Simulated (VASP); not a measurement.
# PtSe2 (P-3m1) in VASP: a series of runs, part 3 of 3

VASP 6.6.1.

## 4. Single point, PBE-based screened hybrid with 10 % exact exchange

File POSCAR:

```
PtSe2
1.0
    3.7240000000      0.0000000000      0.0000000000
   -1.8620000000      3.2250786037      0.0000000000
    0.0000000000      0.0000000000      5.0620000000
Pt Se
1 2
Direct
    0.0000000000      0.0000000000      0.0000000000
    0.6666666667      0.3333333333      0.7500000000
    0.3333333333      0.6666666667      0.2500000000
```

File INCAR.step1:

```
  PREC = Accurate
  ENCUT = 520
  EDIFF = 1E-5
  ISMEAR = -1
  SIGMA = 0.05
  LREAL = F
  LASPH = T
  NELM = 100
  ALGO = Normal
  ISIF = 2
  LWAVE = T
  LCHARG = F
  NBANDS = 18
  GGA = PE
```

File INCAR.step2:

```
  PREC = Accurate
  ENCUT = 520
  EDIFF = 1E-6
  ISMEAR = -1
  SIGMA = 0.05
  LREAL = F
  LASPH = T
  NELM = 100
  ALGO = Normal
  ISIF = 2
  LWAVE = F
  LCHARG = F
  GGA = PE
  LHFCALC = T
  AEXX = 0.1
  HFSCREEN = 0.2
  PRECFOCK = Normal
  NBANDS = 18
  ISTART = 1
```

File KPOINTS:

```
regular mesh
0
Gamma
  4 4 3
```

Potentials or basis: VASP PAW PBE potentials, release 64 (Pt, Se).

Started as:

```console
cat potpaw_PBE.64/Pt/POTCAR potpaw_PBE.64/Se/POTCAR > POTCAR
cp INCAR.step1 INCAR
mpirun -np 1 vasp_std > vasp.out
cp INCAR.step2 INCAR
mpirun -np 1 vasp_std > vasp.out
```

OUTCAR:

```text
PREC = Accurate
   ENCUT = 520
   EDIFF = 1E-6
   ISMEAR = -1
   LREAL = F
   LASPH = T
   NELM = 100
   ISIF = 2
   GGA = PE
   LHFCALC = T
   AEXX = 0.1
   HFSCREEN = 0.2
   PRECFOCK = Normal
   ISTART = 1

 ion  position               nearest neighbor table
   1  0.000  0.000  0.000-   2 2.49   3 2.49   2 2.49   3 2.49   2 2.49   3 2.49
   2  0.667  0.333  0.750-   1 2.49   1 2.49   1 2.49
   3  0.333  0.667  0.250-   1 2.49   1 2.49   1 2.49

  LATTYP: Found a hexagonal cell.
 ALAT       =     3.7240000000
 C/A-ratio  =     1.3592910849

  Lattice vectors:

 A1 = (   3.7240000000,   0.0000000000,   0.0000000000)
 A2 = (  -1.8620000000,   3.2250786037,   0.0000000000)
 A3 = (   0.0000000000,   0.0000000000,   5.0620000000)

Analysis of symmetry for initial positions (statically):
=====================================================================
 Subroutine PRICEL returns:
 Original cell was already a primitive cell.

 Routine SETGRP: Setting up the symmetry group for a
 hexagonal supercell.

 Subroutine GETGRP returns: Found 12 space group operations
 (whereof 12 operations were pure point group operations)
 out of a pool of 24 trial point group operations.

The static configuration has the point symmetry D_3d.

Analysis of symmetry for dynamics (positions and initial velocities):
=====================================================================
 Subroutine PRICEL returns:
 Original cell was already a primitive cell.

 Routine SETGRP: Setting up the symmetry group for a
 hexagonal supercell.

 Subroutine GETGRP returns: Found 12 space group operations
 (whereof 12 operations were pure point group operations)
 out of a pool of 24 trial point group operations.

The dynamic configuration has the point symmetry D_3d.

 Subroutine INISYM returns: Found 12 space group operations
 (whereof 12 operations are pure point group operations),
 and found     1 'primitive' translations

----------------------------------------------------------------------------------------

                                     Primitive cell

  volume of cell :      60.7956

  direct lattice vectors                    reciprocal lattice vectors
     3.724000000  0.000000000  0.000000000     0.268528464  0.155034981  0.000000000
    -1.862000000  3.225078604  0.000000000     0.000000000  0.310069962  0.000000000
     0.000000000  0.000000000  5.062000000     0.000000000  0.000000000  0.197550375

  length of vectors
     3.724000000  3.724000000  5.062000000     0.310069962  0.310069962  0.197550375

  position of ions in fractional coordinates (direct lattice)
     0.000000000  0.000000000  0.000000000
     0.666666667  0.333333333  0.750000000
     0.333333333  0.666666667  0.250000000

  ion indices of the primitive-cell ions
   primitive index   ion index
                 1           1
                 2           2
                 3           3

[... 25 lines left out ...]

 Following reciprocal coordinates:
            Coordinates               Weight
  0.000000  0.000000  0.000000      1.000000
  0.250000 -0.000000  0.000000      6.000000
  0.500000 -0.000000  0.000000      3.000000
  0.250000  0.250000  0.000000      6.000000
  0.000000  0.000000  0.333333      2.000000
  0.250000 -0.000000  0.333333      6.000000
  0.000000  0.250000  0.333333      6.000000
  0.500000 -0.000000  0.333333      6.000000
  0.250000  0.250000  0.333333     12.000000
   k-points           NKPTS =      9   k-points in BZ     NKDIM =     48   number of bands    NBANDS=     18
   number of dos      NEDOS =    301   number of ions     NIONS =      3
   total plane-waves  NPLWV =  31360
   dimension x,y,z NGX =    28 NGY =   28 NGZ =   40
   dimension x,y,z NGXF=    56 NGYF=   56 NGZF=   80
   ions per type =               1   2
   NGX,Y,Z   is equivalent  to a cutoff of  12.50, 12.50, 13.14 a.u.
   NGXF,Y,Z  is equivalent  to a cutoff of  25.00, 25.00, 26.27 a.u.
 SYSTEM =  unknown system
   PREC   = accura    normal or accurate (medium, high low for compatibility)
   ISTART =      1    job   : 0-new  1-cont  2-samecut
   ICHARG =      0    charge: 1-file 2-atom 10-const
   ISPIN  =      1    spin polarized calculation?
   LNONCOLLINEAR =      F non collinear calculations
   LSORBIT =      F    spin-orbit coupling
   LASPH  =      T    aspherical Exc in radial PAW
   ENCUT  =  520.0 eV  38.22 Ry    6.18 a.u.   6.92  6.92  9.41*2*pi/ulx,y,z
   NELM   =    100;   NELMIN=  2; NELMDL=  0     # of ELM steps
   EDIFF  = 0.1E-05   stopping-criterion for ELM
   LREAL  =      F    real-space projection
   EDIFFG = 0.1E-04   stopping-criterion for IOM
   NSW    =      0    number of steps for IOM
   IBRION =     -1    ionic relax: 0-MD 1-quasi-New 2-CG
   NFREE  =      0    steps in history (QN), initial steepest desc. (CG)
   ISIF   =      2    stress and relaxation
   ISYM   =      3    0-nonsym 1-usesym 2-fastsym
   POTIM  = 0.5000    time-step for ionic-motion
   TEBEG  =    0.0;   TEEND  =   0.0 temperature during run
   PSTRESS=    0.0 pullay stress
   NELECT =      22.0000    total number of electrons
   NUPDOWN=      -1.0000    fix difference up-down
   EMIN   =  10.00;   EMAX   =-10.00  energy-range for DOS
   EFERMI =   0.00;   METHOD = LEGACY
   ISMEAR =    -1;   SIGMA  =   0.05  broadening in eV -4-tet -1-fermi 0-gaus
   EFERMI_NEDOS =   21; number of points for ismear=-14 and -15
   IALGO  =     38    algorithm
   IMIX   =      1    mixing-type and parameters
     AMIX     =   0.40;   BMIX     =  1.00
     AMIX_MAG =   1.60;   BMIX_MAG =  1.00
  volume/ion in A,a.u.               =      20.27       136.76
  Fermi-wavevector in a.u.,A,eV,Ry     =   1.166608  2.204570 18.517184  1.360975
  Thomas-Fermi vector in A             =   2.303119
   LORBIT       =      0    0 simple, 1 ext, 2 COOP (PROOUT), +10 PAW based schemes
   GGA     = PE    functional components
   LHFCALC =     T    Hartree Fock is set to
   PRECFOCK=normal    Normal, Fast or Accurate (Low or Medium for compatibility)
   ENCUT4O =  -1.0   cutoff for four orbital integrals eV
   NKREDX  =     1    reduce k-point grid by
   NKREDY  =     1    reduce k-point grid by
   NKREDZ  =     1    reduce k-point grid by
   AEXX    =    0.1000 exact exchange contribution
   HFSCREEN=    0.2000 screening length (either q_TF or 0.3 A-1)
   HFSCREENC=   0.2000 screening length for correlation (either q_TF or 0.3 A-1)
   ENCUTFOCK=  -1.0 apply spherical cutoff to Coloumb kernel
   IVDW    =     0    specifies the selected vdW correction
   LEPSILON=     F    determine dielectric tensor
   LRPA    =     F    only Hartree local field effects (RPA)
 non-spin polarized calculation
  energy-cutoff  :      520.00
  volume of cell :       60.80
 maximum number of plane-waves:      1654
 NGX is ok and might be reduce to    28
  NGX = 24; NGY = 24; NGZ = 30

 number of electron      21.9999999 magnetization

 Free energy of the ion-electron system (eV)
  ---------------------------------------------------
  ext. energy  EPLUGINS =         0.00000000
  ---------------------------------------------------
  free energy    TOTEN  =       -15.43409844 eV

  energy without entropy =      -15.42738374  energy(sigma->0) =      -15.43074109

 E-fermi :   6.5531     XC(G=0):  -9.8950

 val. band max:        5.8435150671   @ k =   0.0000   0.2500   0.3333
 cond. band min:       6.6458669205   @ k =   0.0000   0.2500   0.3333
 fundamental gap:      0.8023518534
 Fermi energy:         6.5530851680

 k-point     1 :       0.0000    0.0000    0.0000
  band No.  band energies     occupation
      1      -9.9694      2.00000
      2      -7.0184      2.00000
      3      -1.1904      2.00000
      4      -0.4088      2.00000
      5      -0.4088      2.00000
      6       2.0148      2.00000
[... 166 lines left out ...]
      5       0.4921      2.00000
      6       1.1327      2.00000
[... 10 lines left out ...]
     17      15.6866      0.00000
     18      15.7726      0.00000

------------------------ aborting loop because EDIFF is reached ----------------------------------------

  FORCE on cell =-STRESS in cart. coord.  units (eV):
  Direction    XX          YY          ZZ          XY          YZ          ZX
  --------------------------------------------------------------------------------------
  -------------------------------------------------------------------------------------
  Total        2.2332934      2.2332934      1.2758904      0.0000000      0.0000000      0.0000000
  in kB       58.8551189     58.8551189     33.6241910      0.0000000      0.0000000      0.0000000
  external PRESSURE =      50.4448096 kB  Pullay stress =       0.0000000 kB

 VOLUME and BASIS-vectors are now :
 -----------------------------------------------------------------------------
  energy-cutoff  :      520.00
  volume of cell :       60.80
      direct lattice vectors                 reciprocal lattice vectors
     3.724000000  0.000000000  0.000000000     0.268528464  0.155034981  0.000000000
    -1.862000000  3.225078604  0.000000000     0.000000000  0.310069962  0.000000000
     0.000000000  0.000000000  5.062000000     0.000000000  0.000000000  0.197550375

 POSITION                                       TOTAL-FORCE (eV/Angst)
 -----------------------------------------------------------------------------------
      0.00000      0.00000      0.00000         0.000000      0.000000     -0.000000
      1.86200      1.07503      3.79650        -0.000000      0.000000     -0.321206
     -0.00000      2.15005      1.26550         0.000000     -0.000000      0.321206
 -----------------------------------------------------------------------------------
    total drift:                               -0.000001     -0.000001      0.000020

  FREE ENERGIE OF THE ION-ELECTRON SYSTEM (eV)
  ---------------------------------------------------
  free  energy   TOTEN  =       -15.4340984421 eV

  energy  without entropy=      -15.4273837424  energy(sigma->0) =      -15.43074109
```

Run time: 5.7 min. Hardware: 1 thread of Intel Xeon Platinum 8488C (Sapphire Rapids), shared host; peak memory 0.29 GiB.

What came out:

| Property | Result |
| --- | --- |
| Free energy | -15.4341 eV |
| Pressure | 5.0 GPa |
| Largest force | 0.321 eV/Å |
| Band gap on the k mesh | zero (bands 11 and 12 overlap by 0.22 eV) |

Forces on the atoms (eV/Å):
```
Pt   0.000  0.000  0.000
Se   0.000  0.000 -0.321
Se   0.000  0.000  0.321
```

Caveat: the k points lie up to 0.49 Å⁻¹ apart; the PAW data sets were made with another functional, which shifts forces and pressure a little; spin-orbit coupling is left out, which moves the levels of the heavy elements.

## 5. Single point, PBE-based screened hybrid with 15 % exact exchange

POSCAR is that of step 4.

File INCAR.step1:

```
PREC = Accurate
ENCUT = 520
EDIFF = 1E-5
ISMEAR = -1
SIGMA = 0.05
LREAL = False
LASPH = True
NELM = 80
ALGO = Normal
ISIF = 2
LWAVE = True
LCHARG = False
NBANDS = 18
GGA = PE
```

File INCAR.step2:

```
PREC = Accurate
ENCUT = 520
EDIFF = 1E-6
ISMEAR = -1
SIGMA = 0.05
LREAL = False
LASPH = True
NELM = 80
ALGO = Normal
ISIF = 2
LWAVE = False
LCHARG = False
GGA = PE
LHFCALC = True
AEXX = 0.15
HFSCREEN = 0.2
PRECFOCK = Normal
NBANDS = 18
ISTART = 1
```

KPOINTS is that of step 4.

Potentials or basis: VASP PAW PBE potentials, release 64 (Pt, Se).

Started as:

```console
cat potpaw_PBE.64/Pt/POTCAR potpaw_PBE.64/Se/POTCAR > POTCAR
cp INCAR.step1 INCAR
mpirun -np 1 vasp_std > vasp.out
cp INCAR.step2 INCAR
mpirun -np 1 vasp_std > vasp.out
```

OUTCAR:

```text
PREC = Accurate
   ENCUT = 520
   EDIFF = 1E-6
   ISMEAR = -1
   LREAL = False
   LASPH = True
   NELM = 80
   ISIF = 2
   GGA = PE
   LHFCALC = True
   AEXX = 0.15
   HFSCREEN = 0.2
   PRECFOCK = Normal
   ISTART = 1

 ion  position               nearest neighbor table
   1  0.000  0.000  0.000-   2 2.49   3 2.49   2 2.49   3 2.49   2 2.49   3 2.49
   2  0.667  0.333  0.750-   1 2.49   1 2.49   1 2.49
   3  0.333  0.667  0.250-   1 2.49   1 2.49   1 2.49

  LATTYP: Found a hexagonal cell.
 ALAT       =     3.7240000000
 C/A-ratio  =     1.3592910849

  Lattice vectors:

 A1 = (   3.7240000000,   0.0000000000,   0.0000000000)
 A2 = (  -1.8620000000,   3.2250786037,   0.0000000000)
 A3 = (   0.0000000000,   0.0000000000,   5.0620000000)

Analysis of symmetry for initial positions (statically):
=====================================================================
 Subroutine PRICEL returns:
 Original cell was already a primitive cell.
[... 159 lines left out ...]
  ---------------------------------------------------
  free energy    TOTEN  =       -16.04168792 eV

  energy without entropy =      -16.03521658  energy(sigma->0) =      -16.03845225

 E-fermi :   6.5416     XC(G=0):  -9.5221

 val. band max:        5.7649772782   @ k =   0.0000   0.2500   0.3333
 cond. band min:       6.6298953121   @ k =   0.0000   0.2500   0.3333
 fundamental gap:      0.8649180339
 Fermi energy:         6.5415986689

 k-point     1 :       0.0000    0.0000    0.0000
  band No.  band energies     occupation
      1     -10.3598      2.00000
      2      -7.3409      2.00000
      3      -1.4519      2.00000
      4      -0.6458      2.00000
      5      -0.6458      2.00000
      6       1.7547      2.00000
[... 166 lines left out ...]
      5       0.2917      2.00000
      6       0.9190      2.00000
[... 10 lines left out ...]
     17      15.7930      0.00000
     18      15.8899      0.00000

------------------------ aborting loop because EDIFF is reached ----------------------------------------

  FORCE on cell =-STRESS in cart. coord.  units (eV):
  Direction    XX          YY          ZZ          XY          YZ          ZX
  --------------------------------------------------------------------------------------
  -------------------------------------------------------------------------------------
  Total        1.8068147      1.8068147      1.0644118      0.0000000     -0.0000000     -0.0000000
  in kB       47.6159080     47.6159080     28.0509872      0.0000000     -0.0000000     -0.0000000
  external PRESSURE =      41.0942678 kB  Pullay stress =       0.0000000 kB

 VOLUME and BASIS-vectors are now :
 -----------------------------------------------------------------------------
  energy-cutoff  :      520.00
  volume of cell :       60.80
      direct lattice vectors                 reciprocal lattice vectors
     3.724000000  0.000000000  0.000000000     0.268528464  0.155034981  0.000000000
    -1.862000000  3.225078604  0.000000000     0.000000000  0.310069962  0.000000000
     0.000000000  0.000000000  5.062000000     0.000000000  0.000000000  0.197550375

 POSITION                                       TOTAL-FORCE (eV/Angst)
 -----------------------------------------------------------------------------------
      0.00000      0.00000      0.00000        -0.000000      0.000000      0.000000
      1.86200      1.07503      3.79650         0.000000      0.000000     -0.231416
     -0.00000      2.15005      1.26550        -0.000000      0.000000      0.231416
 -----------------------------------------------------------------------------------
    total drift:                               -0.000001     -0.000001      0.000029

  FREE ENERGIE OF THE ION-ELECTRON SYSTEM (eV)
  ---------------------------------------------------
  free  energy   TOTEN  =       -16.0416879214 eV

  energy  without entropy=      -16.0352165822  energy(sigma->0) =      -16.03845225
```

It took 6.1 min on 1 thread of Intel Xeon Platinum 8488C (Sapphire Rapids), shared host; peak memory 0.29 GiB.

What came out:

* Free energy: -16.0417 eV
* Pressure: 4.1 GPa
* Largest force: 0.231 eV/Å
* Band gap on the k mesh: zero (bands 11 and 12 overlap by 0.20 eV)

Forces on the atoms (eV/Å):
```
Pt   0.000  0.000  0.000
Se   0.000  0.000 -0.231
Se   0.000  0.000  0.231
```

Caveat: the k points lie up to 0.49 Å⁻¹ apart; the PAW data sets were made with another functional, which shifts forces and pressure a little; spin-orbit coupling is left out, which moves the levels of the heavy elements.

## 6. The runs side by side

```tsv
level	U	k mesh	smearing	grid for exact exchange (PRECFOCK)	share of exact exchange	screening parameter	gap on the mesh (eV)	pressure (GPa)	largest force (eV/Å)
r2SCAN+U	Pt d U = 3.0 eV	9 × 9 × 6	fermi-dirac 0.1 eV	-	-	-	none	3.3	0.27
PBE-based screened hybrid with 5 % exact exchange	-	4 × 4 × 3	fermi-dirac 0.05 eV	Normal	0.05	0.2 1/Å	none	6.0	0.41
PBE-based screened hybrid with 10 % exact exchange	-	4 × 4 × 3	fermi-dirac 0.05 eV	Normal	0.1	0.2 1/Å	none	5.0	0.32
PBE-based screened hybrid with 15 % exact exchange	-	4 × 4 × 3	fermi-dirac 0.05 eV	Normal	0.15	0.2 1/Å	none	4.1	0.23
```

Alike in all rows: task single point; potentials or basis VASP PAW PBE potentials, release 64 (Pt, Se); no spin polarisation; cell as given; cutoff (eV) 520.

Caveats: some runs use coarse meshes; the PAW data sets were made with another functional, which shifts forces and pressure a little; spin-orbit coupling is left out, which moves the levels of the heavy elements; the cell stands under pressure (at least some runs); U without spin polarisation on a metal has little footing (at least some runs).

Total energies depend on the potentials used, so only differences within one code and one set of settings carry meaning.

The gap in the log of VASP goes by the Fermi energy; the results here count the filled bands.